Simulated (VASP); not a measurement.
Wanted: the native input for a VASP 6.6.1 run.

| Quantity | Value |
| --- | --- |
| Task | single point |
| Functional | PBE |
| Potentials or basis | VASP PAW PBE potentials, release 64 (Ca_sv) |
| Cutoff | 500 eV |
| k mesh | 7 × 7 × 4 |
| Occupations | fermi-dirac, width 0.15 eV |
| Spin | no spin polarisation |
| Dipole correction | no |
| Further INCAR settings | ALGO = Normal; EDIFF = 1e-06; NBANDS = 11 |

The structure of Ca lies in POSCAR:

```
Ca
1.0
    3.6451380000      0.0000000000      0.0000000000
   -1.8225690000      3.1567820000      0.0000000000
    0.0000000000      0.0000000000      6.5415020000
Ca
1
Direct
    0.0000000000      0.0000000000      0.5000000000
```

This isn't the form of Ca at room conditions, which is fcc.

These files were run (other wordings do the same):

INCAR

```
SYSTEM = Ca
PREC = Accurate
ENCUT = 500
EDIFF = 1E-6
ISMEAR = -1
SIGMA = 0.15
LREAL = .FALSE.
LASPH = .TRUE.
NELM = 120
ALGO = Normal
ISIF = 2
LWAVE = .FALSE.
LCHARG = .FALSE.
GGA = PE
NBANDS = 11
GGA_COMPAT = .FALSE.
```

KPOINTS

```
regular mesh
0
G
  7 7 4
  0 0 0
```

Potentials or basis: VASP PAW PBE potentials, release 64 (Ca_sv).

The run is started by

```sh
$ cat potpaw_PBE.64/Ca_sv/POTCAR > POTCAR
$ mpirun -np 1 vasp_std > vasp.out
```

It gave:

| Quantity | Value |
| --- | --- |
| Pressure | 0.9 GPa |
| Band gap on the k mesh | zero (bands 5 and 6 overlap by 0.85 eV) |

It took 14 s on 1 thread of Intel(R) Xeon(R) Platinum 8259CL CPU @ 2.50GHz (Skylake/Cascade Lake) (shared host), peak memory 0.18 GiB.
